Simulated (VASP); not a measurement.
A run of VASP 6.6.1:

INCAR

```
PREC = Accurate ; ENCUT = 520
EDIFF = 1E-6 ; ISMEAR = 0
SIGMA = 0.15 ; LREAL = F
LASPH = T ; NELM = 100
ALGO = Normal ; ISIF = 2
LWAVE = F ; LCHARG = F
NBANDS = 14
```

File KPOINTS:

```
regular mesh
0
Gamma
  21 21 12
```

POSCAR

```
Re
1.0
    2.6823762872      0.0000000000      0.0000000000
   -1.3411881436      2.4666971004      0.0000000000
    0.0000000000      0.0000000000      4.4735766300
Re
2
Direct
    0.3333333333      0.6666666667      0.2500000000
    0.6666666667      0.3333333333      0.7500000000
```

Potentials or basis: VASP PAW LDA potentials, release 64 (Re).

Run with:

```bash
$ cat potpaw_LDA.64/Re/POTCAR > POTCAR
$ mpirun -np 1 vasp_std > vasp.out
```

Hardware: 1 thread of Intel(R) Xeon(R) Platinum 8259CL CPU @ 2.50GHz (Skylake/Cascade Lake), with other jobs on the host.

Problem. How long does it take, and how much memory?

Solution. Run time: 4 min on 1 thread of Intel(R) Xeon(R) Platinum 8259CL CPU @ 2.50GHz (Skylake/Cascade Lake), with other jobs on the host, peak memory 0.39 GiB. Counts: scf iterations 11, k points 847.
